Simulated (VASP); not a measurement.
# B (P3_221) in VASP: further runs, part 2 of 2

VASP 6.6.1. Earlier steps stand in the parts before.

### 4 Relaxation of cell and atoms, PBE

Contents of INCAR:

```
PREC = Accurate
ENCUT = 600
EDIFF = 1E-7
ISMEAR = 0
SIGMA = 0.1
LREAL = F
LASPH = T
NELM = 60
ALGO = Normal
ISIF = 3
LWAVE = F
LCHARG = F
GGA = PE
IBRION = 2
NSW = 90
EDIFFG = -0.04
```

Contents of KPOINTS:

```
regular mesh
0
Gamma
  6 6 6
```

Contents of POSCAR:

```
B
1.0
    4.7872956100      0.0000000000      0.0000000000
   -2.3936478000      4.1459196100      0.0000000000
    0.0000000000      0.0000000000      2.9716642300
B
9
Direct
    0.7664782800      0.6084738900      0.1412367300
    0.3915261100      0.1580043900      0.8079034000
    0.8419956100      0.2335217200      0.4745700700
    0.6084738900      0.7664782800      0.8587632700
    0.1580043900      0.3915261100      0.1920966000
    0.2335217200      0.8419956100      0.5254299300
    0.5261267700      0.0000000000      0.1666666700
    0.0000000000      0.5261267700      0.8333333300
    0.4738732300      0.4738732300      0.5000000000
```

Started as:

```sh
$ cat potpaw_PBE.64/B/POTCAR > POTCAR
$ mpirun -np 1 vasp_std > vasp.out
```

Wall time 13 min (1 thread of Intel Xeon Platinum 8259CL at 2.50GHz (Skylake/Cascade Lake), shared host); peak memory 0.2 GiB.

Results (log left out):

```
Free energy                            : -54.3929 eV
Relaxed volume                         : 7.94 Å³/atom
Relaxed cell                           : a = 4.469 Å, b = 4.469 Å, c = 4.132 Å, α = 90.00°, β = 90.00°, γ = 120.00°
Space group after relaxing (to 0.05 Å) : P3_221 (No. 154)
Energy gained by relaxing              : 815.6 meV/atom
Ionic steps                            : 37
Pressure after relaxing                : 0.4 GPa
Largest force after relaxing           : 0.033 eV/Å
```

Forces in eV/Å, atoms in the order of the input:
```
B   -0.004 -0.009 -0.011
B    0.009  0.001 -0.011
B   -0.005  0.008 -0.011
B   -0.005 -0.008  0.011
B   -0.004  0.009  0.011
B    0.009 -0.001  0.011
B   -0.033  0.000  0.000
B    0.016 -0.028  0.000
B    0.016  0.028  0.000
```

Stress tensor (GPa, compression positive):
```
0.31 0.00 0.00
0.00 0.31 0.00
0.00 0.00 0.68
```

Step by step:
```csv
step,energy change (eV),largest force (eV/Å),pressure (GPa),volume (Å³)
1,0.0000,2.6581,62.95,58.98
2,-1.8868,0.9147,-18.72,83.79
3,-2.7410,0.7057,1.53,72.71
4,-2.8580,0.5564,-0.93,73.94
5,-2.8774,0.7432,-2.01,74.67
6,-3.0032,0.8277,-1.87,74.81
7,-3.4944,0.9403,-2.17,75.21
8,-4.1991,1.4756,-3.09,75.77
9,-3.8401,5.0471,-2.38,76.03
10,-4.2556,2.4859,-3.61,75.98
11,-4.3031,2.5210,-3.88,75.99
12,-4.4418,2.5978,-4.62,76.04
13,-4.6972,2.7912,-5.85,76.08
14,-5.1254,3.0205,-6.40,76.00
15,-5.5326,2.2496,1.97,75.18
16,-5.8670,1.2566,1.28,75.46
17,-6.0674,0.9372,2.17,75.99
18,-6.1765,0.9203,0.88,76.47
19,-6.4368,0.8372,-3.00,77.94
20,-6.6459,0.5443,-10.65,80.93
21,-6.7741,0.4654,-8.69,79.61
22,-6.9811,0.4499,-1.92,75.75
23,-6.9863,0.4892,-0.30,74.95
24,-7.0403,0.4288,-0.54,74.46
25,-7.0841,0.5073,-0.83,73.45
26,-7.1377,0.4119,0.32,72.74
27,-7.2195,0.3320,4.28,70.62
28,-7.2688,0.2139,1.45,71.31
29,-7.2960,0.1235,-1.86,72.20
30,-7.3221,0.1261,-0.43,71.90
31,-7.3288,0.1928,0.45,71.73
32,-7.3286,0.2072,0.86,71.64
33,-7.3292,0.1991,0.62,71.69
34,-7.3363,0.0966,-0.36,71.89
35,-7.3364,0.0952,-0.48,71.92
36,-7.3392,0.0647,-0.04,71.70
37,-7.3401,0.0326,0.44,71.48
```

Final structure:
```xyz
9
Lattice="4.4695 0.0000 0.0000 -2.2347 3.8707 0.0000 0.0000 0.0000 4.1319" Properties=species:S:1:pos:R:3 pbc="T T T"
B     1.9579    1.8137    0.4754
B     1.9198    0.7888    3.2300
B     2.8265    1.2682    1.8527
B     0.5918    2.6025    3.6565
B    -0.2768    2.0569    0.9019
B    -0.3150    3.0819    2.2792
B     0.1880    3.8707    0.6887
B    -1.2114    2.0982    3.4433
B     1.0234    1.7725    2.0660
```

Levels at points of the mesh, in eV from the Fermi level:
```
           k point  band 10  band 11  band 12  band 13  band 14  band 15  band 16  band 17
(0.00, 0.00, 0.00)    -5.07    -4.47    -2.72    -1.62    -1.62     1.24     2.46     3.19
(0.50, 0.00, 0.00)    -3.81    -3.06    -2.05    -1.76    -0.62    -0.49     2.87     4.24
(0.00, 0.00, 0.50)    -4.09    -3.74    -3.74    -3.22     0.56     2.28     2.28     3.79
(0.50, 0.00, 0.50)    -3.41    -2.82    -1.01    -0.31    -0.03     2.20     2.45     2.53
```

Caveat: the volume moved by over 15 % at a fixed basis, so the end points are rough.

### 5 Single point, PBE

This run uses another cell than the first one, of 8.56 Å³/atom, 1.306 times its volume.

Contents of INCAR:

```
SYSTEM = B
  PREC = Accurate
  ENCUT = 520
  EDIFF = 1E-6
  ISMEAR = 0
  SIGMA = 0.1
  LREAL = .FALSE.
  LASPH = .TRUE.
  NELM = 60
  ALGO = Normal
  ISIF = 2
  LWAVE = .FALSE.
  LCHARG = .FALSE.
  GGA = PE
  NBANDS = 24
```

Contents of KPOINTS:

```
regular mesh
0
G
  12 12 14
  0 0 0
```

Contents of POSCAR:

```
B
1.0
    5.5461825126      0.0000000000      0.0000000000
   -2.7730912563      4.8031349500      0.0000000000
    0.0000000000      0.0000000000      2.8917917141
B
9
Direct
    0.6813220411      0.5111187063      0.9737135998
    0.4888812937      0.1702033348      0.6403802664
    0.8297966652      0.3186779589      0.3070469331
    0.5111187063      0.6813220411      0.0262864002
    0.1702033348      0.4888812937      0.3596197336
    0.3186779589      0.8297966652      0.6929530669
    0.5430581790      0.0000000000      0.1666666667
    0.0000000000      0.5430581790      0.8333333333
    0.4569418210      0.4569418210      0.5000000000
```

Potentials or basis: VASP PAW PBE potentials, release 64 (B).

Started as:

```sh
$ cat potpaw_PBE.64/B/POTCAR > POTCAR
$ mpirun -np 1 vasp_std > vasp.out
```

OUTCAR:

```text
SYSTEM = B
   PREC = Accurate
   ENCUT = 520
   EDIFF = 1E-6
   ISMEAR = 0
   LREAL = .FALSE.
   LASPH = .TRUE.
   NELM = 60
   ISIF = 2
   GGA = PE

 ion  position               nearest neighbor table
   1  0.681  0.511  0.974-   4 1.64   8 1.73   9 1.77   9 1.89   3 1.90   2 1.90
   2  0.489  0.170  0.640-   6 1.64   9 1.73   7 1.77   7 1.89   3 1.90   1 1.90
   3  0.830  0.319  0.307-   5 1.64   7 1.73   8 1.77   8 1.89   2 1.90   1 1.90
   4  0.511  0.681  0.026-   1 1.64   7 1.73   9 1.77   9 1.89   6 1.90   5 1.90
   5  0.170  0.489  0.360-   3 1.64   9 1.73   8 1.77   8 1.89   6 1.90   4 1.90
   6  0.319  0.830  0.693-   2 1.64   8 1.73   7 1.77   7 1.89   4 1.90   5 1.90
   7  0.543  0.000  0.167-   3 1.73   4 1.73   2 1.77   6 1.77   6 1.89   2 1.89
   8  0.000  0.543  0.833-   6 1.73   1 1.73   5 1.77   3 1.77   3 1.89   5 1.89
   9  0.457  0.457  0.500-   5 1.73   2 1.73   1 1.77   4 1.77   1 1.89   4 1.89

  LATTYP: Found a hexagonal cell.
 ALAT       =     5.5461825126
 C/A-ratio  =     0.5214021911

  Lattice vectors:

 A1 = (   5.5461825126,   0.0000000000,   0.0000000000)
 A2 = (  -2.7730912563,   4.8031349500,   0.0000000000)
 A3 = (   0.0000000000,   0.0000000000,   2.8917917141)

Analysis of symmetry for initial positions (statically):
=====================================================================
 Subroutine PRICEL returns:
 Original cell was already a primitive cell.

 Routine SETGRP: Setting up the symmetry group for a
 hexagonal supercell.

 Subroutine GETGRP returns: Found  6 space group operations
 (whereof  2 operations were pure point group operations)
 out of a pool of 24 trial point group operations.

The static configuration has the point symmetry C_2 .
 The point group associated with its full space group is D_3 .

Analysis of symmetry for dynamics (positions and initial velocities):
=====================================================================
 Subroutine PRICEL returns:
 Original cell was already a primitive cell.

 Routine SETGRP: Setting up the symmetry group for a
 hexagonal supercell.

 Subroutine GETGRP returns: Found  6 space group operations
 (whereof  2 operations were pure point group operations)
 out of a pool of 24 trial point group operations.

The dynamic configuration has the point symmetry C_2 .
 The point group associated with its full space group is D_3 .

 Subroutine INISYM returns: Found  6 space group operations
 (whereof  2 operations are pure point group operations),
 and found     1 'primitive' translations

----------------------------------------------------------------------------------------

                                     Primitive cell

  volume of cell :      77.0346

  direct lattice vectors                    reciprocal lattice vectors
     5.546182513  0.000000000  0.000000000     0.180304200  0.104098678  0.000000000
    -2.773091256  4.803134950  0.000000000     0.000000000  0.208197357  0.000000000
     0.000000000  0.000000000  2.891791714     0.000000000  0.000000000  0.345806372

  length of vectors
     5.546182513  5.546182513  2.891791714     0.208197357  0.208197357  0.345806372

  position of ions in fractional coordinates (direct lattice)
     0.681322041  0.511118706  0.973713600
[... 49 lines left out ...]
  0.000000  0.000000  0.000000      1.000000
  0.083333  0.000000  0.000000      6.000000
  0.166667  0.000000  0.000000      6.000000
  0.250000  0.000000  0.000000      6.000000
  0.333333  0.000000  0.000000      6.000000
  0.416667  0.000000  0.000000      6.000000
[... 16 lines left out ...]
  0.166667  0.000000  0.071429      6.000000
  0.000000  0.166667  0.071429      6.000000
 [... further k-points ...]
   k-points           NKPTS =    224   k-points in BZ     NKDIM =    224   number of bands    NBANDS=     24
   number of dos      NEDOS =    301   number of ions     NIONS =      9
   total plane-waves  NPLWV =  42336
   dimension x,y,z NGX =    42 NGY =   42 NGZ =   24
   dimension x,y,z NGXF=    84 NGYF=   84 NGZF=   48
   ions per type =               9
   NGX,Y,Z   is equivalent  to a cutoff of  12.59, 12.59, 13.80 a.u.
   NGXF,Y,Z  is equivalent  to a cutoff of  25.18, 25.18, 27.59 a.u.
 SYSTEM =  B
   PREC   = accura    normal or accurate (medium, high low for compatibility)
   ISTART =      0    job   : 0-new  1-cont  2-samecut
   ICHARG =      2    charge: 1-file 2-atom 10-const
   ISPIN  =      1    spin polarized calculation?
   LNONCOLLINEAR =      F non collinear calculations
   LSORBIT =      F    spin-orbit coupling
   LASPH  =      T    aspherical Exc in radial PAW
   ENCUT  =  520.0 eV  38.22 Ry    6.18 a.u.  10.31 10.31  5.38*2*pi/ulx,y,z
   NELM   =     60;   NELMIN=  2; NELMDL= -5     # of ELM steps
   EDIFF  = 0.1E-05   stopping-criterion for ELM
   LREAL  =      F    real-space projection
   EDIFFG = 0.1E-04   stopping-criterion for IOM
   NSW    =      0    number of steps for IOM
   IBRION =     -1    ionic relax: 0-MD 1-quasi-New 2-CG
   NFREE  =      0    steps in history (QN), initial steepest desc. (CG)
   ISIF   =      2    stress and relaxation
   ISYM   =      2    0-nonsym 1-usesym 2-fastsym
   POTIM  = 0.5000    time-step for ionic-motion
   TEBEG  =    0.0;   TEEND  =   0.0 temperature during run
   PSTRESS=    0.0 pullay stress
   NELECT =      27.0000    total number of electrons
   NUPDOWN=      -1.0000    fix difference up-down
   EMIN   =  10.00;   EMAX   =-10.00  energy-range for DOS
   EFERMI =   0.00;   METHOD = LEGACY
   ISMEAR =     0;   SIGMA  =   0.10  broadening in eV -4-tet -1-fermi 0-gaus
   EFERMI_NEDOS =   21; number of points for ismear=-14 and -15
   IALGO  =     38    algorithm
   IMIX   =      4    mixing-type and parameters
     AMIX     =   0.40;   BMIX     =  1.00
     AMIX_MAG =   1.60;   BMIX_MAG =  1.00
  volume/ion in A,a.u.               =       8.56        57.76
  Fermi-wavevector in a.u.,A,eV,Ry     =   1.154252  2.181221 18.127021  1.332298
  Thomas-Fermi vector in A             =   2.290890
   LORBIT       =      0    0 simple, 1 ext, 2 COOP (PROOUT), +10 PAW based schemes
   GGA     = PE    functional components
   LHFCALC =     F    Hartree Fock is set to
   AEXX    =    0.0000 exact exchange contribution
   IVDW    =     0    specifies the selected vdW correction
   LEPSILON=     F    determine dielectric tensor
   LRPA    =     F    only Hartree local field effects (RPA)
 non-spin polarized calculation
 Gauss-broadening in eV      SIGMA  =   0.10
  energy-cutoff  :      520.00
  volume of cell :       77.03
 maximum number of plane-waves:      2111
 NGX is ok and might be reduce to    42
   NGX = 21   NGY = 21   NGZ = 11

 number of electron      27.0000000 magnetization

 Free energy of the ion-electron system (eV)
  ---------------------------------------------------
  ext. energy  EPLUGINS =         0.00000000
  ---------------------------------------------------
  free energy    TOTEN  =       -55.73502794 eV

  energy without entropy =      -55.72832649  energy(sigma->0) =      -55.73167722

 E-fermi :   4.5129     XC(G=0): -10.4805

 val. band max:        4.5110858689   @ k =  -0.1667   0.5000   0.1429
 cond. band min:       4.5293856195   @ k =  -0.0833   0.4167   0.4286
 fundamental gap:      0.0182997505
 Fermi energy:         4.5129165741

 k-point     1 :       0.0000    0.0000    0.0000
  band No.  band energies     occupation
      1     -11.1803      2.00000
      2      -7.7445      2.00000
      3      -7.1544      2.00000
      4      -7.1544      2.00000
      5      -2.7783      2.00000
      6      -2.7783      2.00000
[... 637 lines left out ...]
     23      12.0385      0.00000
     24      12.2561      0.00000

 [... further k-points ...]
[... 5 lines left out ...]
  --------------------------------------------------------------------------------------
  -------------------------------------------------------------------------------------
  Total       -0.0061889     -0.0061889      0.0021898      0.0000000     -0.0000000      0.0000000
  in kB       -0.1287175     -0.1287175      0.0455442      0.0000000     -0.0000000      0.0000000
  external PRESSURE =      -0.0706303 kB  Pullay stress =       0.0000000 kB

 VOLUME and BASIS-vectors are now :
 -----------------------------------------------------------------------------
  energy-cutoff  :      520.00
  volume of cell :       77.03
      direct lattice vectors                 reciprocal lattice vectors
     5.546182513  0.000000000  0.000000000     0.180304200  0.104098678  0.000000000
    -2.773091256  4.803134950  0.000000000     0.000000000  0.208197357  0.000000000
     0.000000000  0.000000000  2.891791714     0.000000000  0.000000000  0.345806372

 POSITION                                       TOTAL-FORCE (eV/Angst)
 -----------------------------------------------------------------------------------
      2.36136      2.45497      2.81578         0.005152     -0.002187     -0.001481
      2.23944      0.81751      1.85185        -0.000682      0.005555     -0.001481
      3.71848      1.53065      0.88792        -0.004470     -0.003368     -0.001481
      0.94539      3.27248      0.07601        -0.004470      0.003368      0.001481
     -0.41173      2.34816      1.03995         0.005152      0.002187      0.001481
     -0.53366      3.98563      2.00388        -0.000682     -0.005555      0.001481
      3.01190      0.00000      0.48197         0.000941     -0.000000      0.000000
     -1.50595      2.60838      2.40983        -0.000470      0.000815      0.000000
      1.26714      2.19475      1.44590        -0.000470     -0.000815      0.000000
 -----------------------------------------------------------------------------------
    total drift:                               -0.000000     -0.000000      0.000000

  FREE ENERGIE OF THE ION-ELECTRON SYSTEM (eV)
  ---------------------------------------------------
  free  energy   TOTEN  =       -55.7350279426 eV

  energy  without entropy=      -55.7283264878  energy(sigma->0) =      -55.73167722
```

It took 6 min on 1 thread of Intel Xeon Platinum 8259CL at 2.50GHz (Skylake/Cascade Lake), shared host; peak memory 0.38 GiB.

Results:

```yaml
Free_energy: -55.7350 eV
Pressure: 0.0 GPa
Largest_force: 0.006 eV/Å
```

Forces in eV/Å, atoms in the order of the input:
```
B    0.005 -0.002 -0.001
B   -0.001  0.006 -0.001
B   -0.004 -0.003 -0.001
B   -0.004  0.003  0.001
B    0.005  0.002  0.001
B   -0.001 -0.006  0.001
B    0.001  0.000  0.000
B    0.000  0.001  0.000
B    0.000 -0.001  0.000
```

### 6 Overview

| task | cell | k mesh | cutoff (eV) | gap on the mesh (eV) | pressure (GPa) | largest force (eV/Å) |
| --- | --- | --- | --- | --- | --- | --- |
| single point | a = 4.787, b = 4.787, c = 2.972 Å, angles 90.0, 90.0, 120.0°, 9 atoms | 6 × 6 × 6 | 520 | none | 63.0 | 2.66 |
| single point | a = 5.539, b = 5.539, c = 2.894 Å, angles 90.0, 90.0, 120.0°, 9 atoms | 6 × 6 × 6 | 520 | none | 0.3 | 0.02 |
| relaxation of cell and atoms | relaxed from a = 4.787, b = 4.787, c = 2.972 Å, angles 90.0, 90.0, 120.0°, 9 atoms | 6 × 6 × 6 | 600 | none | 0.4 | 0.03 |
| single point | a = 5.546, b = 5.546, c = 2.892 Å, angles 90.0, 90.0, 120.0°, 9 atoms | 12 × 12 × 14 | 520 | none | 0.0 | 0.01 |

Alike in all rows: level PBE; potentials or basis VASP PAW PBE potentials, release 64 (B); no spin polarisation; smearing gaussian 0.1 eV.

Caveats: some runs use coarse meshes; forces of over 1 eV/Å act on the atoms, so gaps and moduli don't describe the material at rest (some runs); the volume moved by over 15 % at a fixed basis, so the end points are rough (some runs).

Absolute energies hang on the potentials; compare differences alone.
